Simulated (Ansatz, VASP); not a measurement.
## One calculation of Ta2N, two programs

File INCAR:

```
PREC = Accurate
ENCUT = 520
EDIFF = 1E-6
ISMEAR = 0
SIGMA = 0.15
LREAL = False
LASPH = True
NELM = 60
ALGO = Normal
ISIF = 2
LWAVE = False
LCHARG = False
GGA = PS
NBANDS = 20
```

The input KPOINTS:

```
Automatic mesh
0
Gamma
  18 18 10
```

POSCAR

```
Ta2N
1.0
    3.1555807716      0.0000000000      0.0000000000
   -1.5777903858      2.7328131119      0.0000000000
    0.0000000000      0.0000000000      5.0644200369
Ta N
2 1
Direct
    0.6666666667      0.3333333333      0.7462554481
    0.3333333333      0.6666666667      0.2537445519
    0.0000000000      0.0000000000      0.0000000000
```

Input for Ansatz:

```yaml
crystal:
  lattice:
    - [3.1555807716, 0.0, 0.0]
    - [-1.5777903858, 2.7328131119, 0.0]
    - [0.0, 0.0, 5.0644200369]
  atoms:
    - { symbol: Ta, position: [0.6666666667, 0.3333333333, 0.7462554481] }
    - { symbol: Ta, position: [0.3333333333, 0.6666666667, 0.2537445519] }
    - { symbol: "N", position: [0.0, 0.0, 0.0] }
basis:
  ecutwfc: 420
kpoints:
  mp_grid: { grid: [18, 18, 10] }
hamiltonian:
  xc: pbesol
scf:
  occupations: { method: gaussian, width: 0.15 }
output:
  forces: true
  stress: true
  eigenvalues: true
```

Change from the starting cell: strain +0.025 along x and y, +0.050 along z, atoms carried along.

Alike in both runs: task single point; functional PBEsol; k mesh 18 × 18 × 10; occupations gaussian, width 0.15 eV; no spin polarisation.

|  | VASP | Ansatz |
| --- | --- | --- |
| version | VASP 6.6.1 | Ansatz 0.2.0 |
| potentials or method | VASP PAW PBE potentials, release 64 (Ta_pv, N), cutoff 520 eV | scalar-relativistic, plane waves, PAW |
| valence electrons in the cell | 27 | 31 |

Ansatz gave:

```
gap on the k mesh at the Fermi level (eV)                     : none
pressure (GPa)                                                : -24.0
traceless stress, the component that is largest in VASP (GPa) : -2.77
rms of the force components (eV/Å)                            : 0.191
```

Question: What did VASP give for the same quantities?

Answer: gap on the k mesh at the Fermi level (eV): none; pressure (GPa): -23.7; traceless stress, the component that is largest in VASP (GPa): -2.81; rms of the force components (eV/Å): 0.172.

VASP's potentials were made for PBE, not for PBEsol. Atom by atom the forces differ by 0.019 eV/Å (rms over components). A gap of «none» marks a metal or a gap that the smearing closes. VASP's potentials hold 27 valence electrons a cell and Ansatz's 31, so a difference there can come from the potentials and not from the codes.

Neither program's run includes spin-orbit coupling.
